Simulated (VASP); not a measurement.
# Si (Fd-3m) in VASP: single point with PBE

Aim: the single point of Si with PBE.

Everything below comes from runs of VASP 6.6.1. Logs are shortened: lines on timing, memory, paths and dates and some standing lists are left out, and cuts for length are marked.

**1. The cell of the first run**

Symmetry: Fd-3m, No. 227, cubic system. Conventional cell: a = 5.470 Å, b = 5.470 Å, c = 5.470 Å, α = 90.00°, β = 90.00°, γ = 90.00°. Si (site symmetry -43m) has 4 Si at 2.37 Å within 3.1 Å.

**2. Single point, PBE**

INCAR

```
SYSTEM = Si
  PREC = Accurate
  ENCUT = 520
  EDIFF = 1E-6
  ISMEAR = 0
  SIGMA = 0.01
  LREAL = Auto
  LASPH = .TRUE.
  NELM = 100
  ALGO = Normal
  ISIF = 2
  LWAVE = .FALSE.
  LCHARG = .FALSE.
  GGA = PE
  NBANDS = 86
```

KPOINTS

```
Automatic mesh
0
Gamma
  2 2 2
  0.5 0.5 0.5
```

POSCAR

```
Si
1.0
    5.4700937543      5.4700937543     -5.4700937543
   -5.4700937543      5.4700937543      5.4700937543
    5.4700937543     -5.4700937543      5.4700937543
Si
32
Direct
    0.5000000000      0.7500000000      1.0000000000
    0.2500000000      0.7500000000      0.2500000000
    0.0000000000      0.7500000000      0.5000000000
    0.5000000000      1.0000000000      0.7500000000
    0.7500000000      0.7500000000      0.7500000000
    0.2500000000      1.0000000000      1.0000000000
    0.0000000000      0.0000000000      0.2500000000
    0.5000000000      0.2500000000      0.5000000000
    0.7500000000      0.0000000000      0.5000000000
    0.2500000000      0.2500000000      0.7500000000
    0.0000000000      0.2500000000      0.0000000000
    0.5000000000      0.5000000000      0.2500000000
    0.7500000000      0.2500000000      0.2500000000
    0.2500000000      0.5000000000      0.5000000000
    0.0000000000      0.5000000000      0.7500000000
    0.7500000000      0.5000000000      0.0000000000
    0.2500000000      0.5000000000      0.7500000000
    0.0000000000      0.5000000000      0.0000000000
    0.7500000000      0.5000000000      0.2500000000
    0.2500000000      0.7500000000      0.5000000000
    0.5000000000      0.5000000000      0.5000000000
    0.0000000000      0.7500000000      0.7500000000
    0.7500000000      0.7500000000      0.0000000000
    0.2500000000      0.0000000000      0.2500000000
    0.5000000000      0.7500000000      0.2500000000
    0.0000000000      0.0000000000      0.5000000000
    0.7500000000      0.0000000000      0.7500000000
    0.2500000000      0.2500000000      0.0000000000
    0.5000000000      0.0000000000      0.0000000000
    0.0000000000      0.2500000000      0.2500000000
    0.7500000000      0.2500000000      0.5000000000
    0.5000000000      0.2500000000      0.7500000000
```

Potentials or basis: VASP PAW PBE potentials, release 64 (Si).

Started as:

```bash
$ cat potpaw_PBE.64/Si/POTCAR > POTCAR
$ mpirun -np 1 vasp_std > vasp.out
```

OUTCAR:

```text
SYSTEM = Si
   PREC = Accurate
   ENCUT = 520
   EDIFF = 1E-6
   ISMEAR = 0
   LREAL = Auto
   LASPH = .TRUE.
   NELM = 100
   ISIF = 2
   GGA = PE

 ion  position               nearest neighbor table
   1  0.500  0.750  0.000-  17 2.37  23 2.37  25 2.37  29 2.37
   2  0.250  0.750  0.250-  18 2.37  20 2.37  24 2.37  25 2.37
   3  0.000  0.750  0.500-  19 2.37  20 2.37  22 2.37  26 2.37
   4  0.500  0.000  0.750-  20 2.37  27 2.37  29 2.37  32 2.37
   5  0.750  0.750  0.750-  21 2.37  22 2.37  23 2.37  27 2.37
   6  0.250  0.000  0.000-  22 2.37  24 2.37  28 2.37  29 2.37
[... 24 lines left out ...]
  31  0.750  0.250  0.500-   8 2.37   9 2.37  13 2.37  15 2.37
  32  0.500  0.250  0.750-   4 2.37   8 2.37  10 2.37  16 2.37

  LATTYP: Found a body centered cubic cell.
 ALAT       =    10.9401875086

  Lattice vectors:

 A1 = (   5.4700937543,   5.4700937543,  -5.4700937543)
 A2 = (  -5.4700937543,   5.4700937543,   5.4700937543)
 A3 = (   5.4700937543,  -5.4700937543,   5.4700937543)

Analysis of symmetry for initial positions (statically):
=====================================================================
 Subroutine PRICEL returns following result:

  LATTYP: Found a face centered cubic cell.
 ALAT       =     5.4700937543

  Lattice vectors:

 A1 = (  -2.7350468772,   0.0000000000,   2.7350468772)
 A2 = (  -2.7350468772,  -2.7350468772,   0.0000000000)
 A3 = (  -0.0000000000,  -2.7350468772,   2.7350468772)

  16 primitive cells build up your supercell.

 Routine SETGRP: Setting up the symmetry group for a
 body centered cubic supercell.

 Subroutine GETGRP returns: Found 48 space group operations
 (whereof 24 operations were pure point group operations)
 out of a pool of 48 trial point group operations.

The static configuration has the point symmetry T_d .
 The point group associated with its full space group is O_h .

Analysis of symmetry for dynamics (positions and initial velocities):
=====================================================================
 Subroutine PRICEL returns following result:

  LATTYP: Found a face centered cubic cell.
 ALAT       =     5.4700937543

  Lattice vectors:

 A1 = (  -2.7350468772,   0.0000000000,   2.7350468772)
 A2 = (  -2.7350468772,  -2.7350468772,   0.0000000000)
 A3 = (  -0.0000000000,  -2.7350468772,   2.7350468772)

  16 primitive cells build up your supercell.

 Routine SETGRP: Setting up the symmetry group for a
 body centered cubic supercell.

 Subroutine GETGRP returns: Found 48 space group operations
 (whereof 24 operations were pure point group operations)
 out of a pool of 48 trial point group operations.

The dynamic configuration has the point symmetry T_d .
 The point group associated with its full space group is O_h .

 Subroutine INISYM returns: Found 48 space group operations
 (whereof 24 operations are pure point group operations),
 and found    16 'primitive' translations

----------------------------------------------------------------------------------------

                                     Primitive cell

  volume of cell :      40.9189

  direct lattice vectors                    reciprocal lattice vectors
    -2.735046877  0.000000000  2.735046877    -0.182812223  0.182812223  0.182812223
    -2.735046877 -2.735046877  0.000000000    -0.182812223 -0.182812223 -0.182812223
    -0.000000000 -2.735046877  2.735046877     0.182812223 -0.182812223  0.182812223

  length of vectors
     3.867940387  3.867940387  3.867940387     0.316640059  0.316640059  0.316640059

  position of ions in fractional coordinates (direct lattice)
     0.750000000  0.750000000  0.750000000
     0.500000000  0.500000000  0.500000000

  ion indices of the primitive-cell ions
   primitive index   ion index
                 1           1
                 2          23

----------------------------------------------------------------------------------------

 KPOINTS: Automatic mesh

Automatic generation of k-mesh.
 Grid dimensions read from file:
 generate k-points for:    2    2    2

 Generating k-lattice:

  Cartesian coordinates                     Fractional coordinates (reciprocal lattice)
     0.045703056  0.045703056  0.000000000     0.500000000  0.000000000  0.000000000
     0.000000000  0.045703056  0.045703056     0.000000000  0.500000000  0.000000000
     0.045703056  0.000000000  0.045703056     0.000000000  0.000000000  0.500000000

  Length of vectors
     0.064633881  0.064633881  0.064633881

  Shift w.r.t. Gamma in fractional coordinates (k-lattice)
     0.500000000  0.500000000  0.500000000

 Subroutine IBZKPT returns following result:
 ===========================================

 Found      2 irreducible k-points:

 Following reciprocal coordinates:
            Coordinates               Weight
  0.250000  0.250000  0.250000      2.000000
 -0.250000  0.250000  0.250000      6.000000
   k-points           NKPTS =      2   k-points in BZ     NKDIM =      2   number of bands    NBANDS=     86
   number of dos      NEDOS =    301   number of ions     NIONS =     32
   total plane-waves  NPLWV = 343000
   dimension x,y,z NGX =    70 NGY =   70 NGZ =   70
   dimension x,y,z NGXF=   140 NGYF=  140 NGZF=  140
   ions per type =              32
   NGX,Y,Z   is equivalent  to a cutoff of  12.28, 12.28, 12.28 a.u.
   NGXF,Y,Z  is equivalent  to a cutoff of  24.57, 24.57, 24.57 a.u.
 SYSTEM =  Si
   PREC   = accura    normal or accurate (medium, high low for compatibility)
   ISTART =      0    job   : 0-new  1-cont  2-samecut
   ICHARG =      2    charge: 1-file 2-atom 10-const
   ISPIN  =      1    spin polarized calculation?
   LNONCOLLINEAR =      F non collinear calculations
   LSORBIT =      F    spin-orbit coupling
   LASPH  =      T    aspherical Exc in radial PAW
   ENCUT  =  520.0 eV  38.22 Ry    6.18 a.u.  17.62 17.62 17.62*2*pi/ulx,y,z
   NELM   =    100;   NELMIN=  2; NELMDL= -5     # of ELM steps
   EDIFF  = 0.1E-05   stopping-criterion for ELM
   LREAL  =      T    real-space projection
   EDIFFG = 0.1E-04   stopping-criterion for IOM
   NSW    =      0    number of steps for IOM
   IBRION =     -1    ionic relax: 0-MD 1-quasi-New 2-CG
   NFREE  =      0    steps in history (QN), initial steepest desc. (CG)
   ISIF   =      2    stress and relaxation
   ISYM   =      2    0-nonsym 1-usesym 2-fastsym
   POTIM  = 0.5000    time-step for ionic-motion
   TEBEG  =    0.0;   TEEND  =   0.0 temperature during run
   PSTRESS=    0.0 pullay stress
   NELECT =     128.0000    total number of electrons
   NUPDOWN=      -1.0000    fix difference up-down
   EMIN   =  10.00;   EMAX   =-10.00  energy-range for DOS
   EFERMI =   0.00;   METHOD = LEGACY
   ISMEAR =     0;   SIGMA  =   0.01  broadening in eV -4-tet -1-fermi 0-gaus
   EFERMI_NEDOS =   21; number of points for ismear=-14 and -15
   IALGO  =     38    algorithm
   IMIX   =      4    mixing-type and parameters
     AMIX     =   0.40;   BMIX     =  1.00
     AMIX_MAG =   1.60;   BMIX_MAG =  1.00
  volume/ion in A,a.u.               =      20.46       138.07
  Fermi-wavevector in a.u.,A,eV,Ry     =   0.950160  1.795542 12.283393  0.902804
  Thomas-Fermi vector in A             =   2.078511
   LORBIT       =      0    0 simple, 1 ext, 2 COOP (PROOUT), +10 PAW based schemes
   GGA     = PE    functional components
   LHFCALC =     F    Hartree Fock is set to
   AEXX    =    0.0000 exact exchange contribution
   IVDW    =     0    specifies the selected vdW correction
   LEPSILON=     F    determine dielectric tensor
   LRPA    =     F    only Hartree local field effects (RPA)
 non-spin polarized calculation
 Gauss-broadening in eV      SIGMA  =   0.01
  energy-cutoff  :      520.00
  volume of cell :      654.70
 maximum number of plane-waves:     17628
 NGX is ok and might be reduce to    70
   NGX = 35   NGY = 35   NGZ = 35

 number of electron     128.0000009 magnetization

 Free energy of the ion-electron system (eV)
  ---------------------------------------------------
  ext. energy  EPLUGINS =         0.00000000
  ---------------------------------------------------
  free energy    TOTEN  =      -173.53999874 eV

  energy without entropy =     -173.53999874  energy(sigma->0) =     -173.53999874

 E-fermi :   4.9412     XC(G=0):  -9.3224

 val. band max:        4.8662939455   @ k =   0.2500   0.2500   0.2500
 cond. band min:       6.2622855273   @ k =  -0.2500   0.2500   0.2500
 fundamental gap:      1.3959915818
 Fermi energy:         4.9411617678

 k-point     1 :       0.2500    0.2500    0.2500
  band No.  band energies     occupation
      1      -5.4148      2.00000
      2      -5.4148      2.00000
      3      -5.4148      2.00000
      4      -5.4148      2.00000
      5      -3.5371      2.00000
      6      -3.5371      2.00000
[... 68 lines left out ...]
     75       7.1532      0.00000
     76       7.1532      0.00000

 k-point     2 :      -0.2500    0.2500    0.2500
  band No.  band energies     occupation
      1      -5.9313      2.00000
      2      -4.8952      2.00000
      3      -4.8952      2.00000
      4      -4.8952      2.00000
      5      -4.8952      2.00000
      6      -4.0724      2.00000
[... 68 lines left out ...]
     75       7.9215      0.00000
     76       8.0537      0.00000
 [bands above 76 left out]

------------------------ aborting loop because EDIFF is reached ----------------------------------------

  FORCE on cell =-STRESS in cart. coord.  units (eV):
  Direction    XX          YY          ZZ          XY          YZ          ZX
  --------------------------------------------------------------------------------------
  -------------------------------------------------------------------------------------
  Total       -0.2237450     -0.2237450     -0.2237450      0.0000000     -0.0000000      0.0000000
  in kB       -0.5475447     -0.5475447     -0.5475447      0.0000000     -0.0000000      0.0000000
  external PRESSURE =      -0.5475447 kB  Pullay stress =       0.0000000 kB

 VOLUME and BASIS-vectors are now :
 -----------------------------------------------------------------------------
  energy-cutoff  :      520.00
  volume of cell :      654.70
      direct lattice vectors                 reciprocal lattice vectors
     5.470093754  5.470093754 -5.470093754     0.091406112  0.091406112  0.000000000
    -5.470093754  5.470093754  5.470093754     0.000000000  0.091406112  0.091406112
     5.470093754 -5.470093754  5.470093754     0.091406112  0.000000000  0.091406112

 POSITION                                       TOTAL-FORCE (eV/Angst)
 -----------------------------------------------------------------------------------
     -1.36752      6.83762      1.36752        -0.000000      0.000000     -0.000000
     -1.36752      4.10257      4.10257        -0.000000      0.000000     -0.000000
     -1.36752      1.36752      6.83762        -0.000000      0.000000     -0.000000
      6.83762     -1.36752      1.36752        -0.000000      0.000000     -0.000000
      4.10257      4.10257      4.10257        -0.000000      0.000000     -0.000000
      1.36752      1.36752     -1.36752         0.000000      0.000000     -0.000000
[... 24 lines left out ...]
      5.47009      2.73505     -0.00000        -0.000000     -0.000000      0.000000
      5.47009      0.00000      2.73505         0.000000     -0.000000     -0.000000
 -----------------------------------------------------------------------------------
    total drift:                                0.000000     -0.000000     -0.000000

  FREE ENERGIE OF THE ION-ELECTRON SYSTEM (eV)
  ---------------------------------------------------
  free  energy   TOTEN  =      -173.5399987395 eV

  energy  without entropy=     -173.5399987395  energy(sigma->0) =     -173.53999874
```

Run time: 1.9 min. Hardware: 1 thread of Intel Xeon Platinum 8488C (Sapphire Rapids), shared host; peak memory 0.65 GiB.

Results:

```yaml
Free_energy: -173.5400 eV
Pressure: -0.1 GPa
Band_gap_on_the_k_mesh: 1.40 eV
```

Caveat: a shifted mesh leaves out Γ, where band edges can lie. A k mesh can miss the band edges.
